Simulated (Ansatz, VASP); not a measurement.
# One calculation of Hg, two programs

```xyz
1
Lattice="2.7266 0.0000 0.0000 0.0000 2.7266 0.0000 0.0000 0.0000 2.7266" Properties=species:S:1:pos:R:3 pbc="T T T"
Hg    0.0000    0.0000    0.0000
```

Change from the starting cell: volume scaled by 0.68, norm-conserving files.

Alike in both runs: task single point; functional PBE; k mesh 12 × 12 × 12; occupations fermi-dirac, width 0.08 eV; no spin polarisation.

|  | VASP | Ansatz |
| --- | --- | --- |
| version | VASP 6.6.1 | Ansatz 0.2.0 |
| potentials or method | VASP PAW PBE potentials, release 64 (Hg) | norm-conserving pseudopotentials, scalar-relativistic |
| plane-wave cutoff (eV) | 520 | 898 |
| valence electrons in the cell | 12 | 20 |

|  | VASP | Ansatz | Ansatz less VASP |
| --- | --- | --- | --- |
| pressure (GPa) | 29.0 | 27.7 | -1.22 |

VASP's potentials hold 12 valence electrons a cell and Ansatz's 20, so a difference there can come from the potentials and not from the codes.

Neither program's run includes spin-orbit coupling.
